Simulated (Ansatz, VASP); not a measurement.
AlAs: VASP beside Ansatz

The input INCAR:

```
PREC = Accurate ; ENCUT = 500
EDIFF = 1E-6 ; ISMEAR = 0
SIGMA = 0.01 ; LREAL = False
LASPH = True ; NELM = 120
ALGO = Normal ; ISIF = 2
LWAVE = False ; LCHARG = False
GGA = PS ; NBANDS = 11
GGA_COMPAT = False
```

File KPOINTS:

```
regular mesh
0
Gamma
  5 5 5
```

Contents of POSCAR:

```
AlAs
1.0
    0.0000000000      2.8389251760      2.8389251760
    2.8389251760      0.0000000000      2.8389251760
    2.8389251760      2.8389251760      0.0000000000
Al As
1 1
Direct
    0.0000000000      0.0000000000      0.0000000000
    0.2500000000      0.2500000000      0.2500000000
```

Input for Ansatz:

```yaml
crystal:
  lattice:
    - [0.0, 2.838925176, 2.838925176]
    - [2.838925176, 0.0, 2.838925176]
    - [2.838925176, 2.838925176, 0.0]
  atoms:
    - { symbol: Al, position: [0.0, 0.0, 0.0] }
    - { symbol: As, position: [0.25, 0.25, 0.25] }
kpoints:
  mp_grid: { grid: [5, 5, 5] }
hamiltonian:
  xc: pbesol
scf:
  occupations: { method: fixed }
  n_extra_bands: 4
output:
  forces: true
  stress: true
  eigenvalues: true
```

Alike in both runs: task single point; functional PBEsol; k mesh 5 × 5 × 5; no spin polarisation.

|  | VASP | Ansatz |
| --- | --- | --- |
| version | VASP 6.6.1 | Ansatz 0.2.0 |
| potentials or method | VASP PAW PBE potentials, release 64 (Al, As) | plane waves |
| plane-wave cutoff (eV) | 500 | 420 |
| occupations | gaussian, width 0.01 eV | fixed |
| valence electrons in the cell | 8 | 18 |

```tsv
	VASP	Ansatz	Ansatz less VASP
gap on the k mesh at the Fermi level (eV)	1.54	1.55	+0.011
pressure (GPa)	0.2	0.0	-0.27
```

VASP's potentials were made for PBE, not for PBEsol. VASP's potentials hold 8 valence electrons a cell and Ansatz's 18, so a difference there can come from the potentials and not from the codes.
